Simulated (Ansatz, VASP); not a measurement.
## One calculation of Zr, two programs

```
Zr
1.0
     0.00000    1.91675    2.25500
     2.25500    0.00000    2.25500
     2.25500    1.91675    0.00000
Zr
1
Cartesian
  0.0000 0.0000 0.0000
```

Change from the starting cell: strain -0.1500 x Voigt [0, 1, 0, 0, 0, 0], atoms carried along.

Alike in both runs: task single point; functional LDA; k mesh 18 × 18 × 18; occupations gaussian, width 0.15 eV; no spin polarisation.

```csv
,VASP,Ansatz
version,VASP 6.6.1,Ansatz 0.2.0
potentials or method,"VASP PAW LDA potentials, release 64 (Zr_sv), cutoff 520 eV","scalar-relativistic, plane waves, PAW"
valence electrons in the cell,12,12
```

Ansatz gave:

* gap on the k mesh at the Fermi level (eV): none
* pressure (GPa): 10.4
* traceless stress, the component that is largest in VASP (GPa): -0.64

Problem. What did VASP give for the same quantities?

Solution. gap on the k mesh at the Fermi level (eV): none; pressure (GPa): 10.6; traceless stress, the component that is largest in VASP (GPa): -0.68.

LDA's correlation is that of Perdew and Zunger in VASP and of Perdew and Wang (1992) in Ansatz. A gap of «none» marks a metal or a gap that the smearing closes.
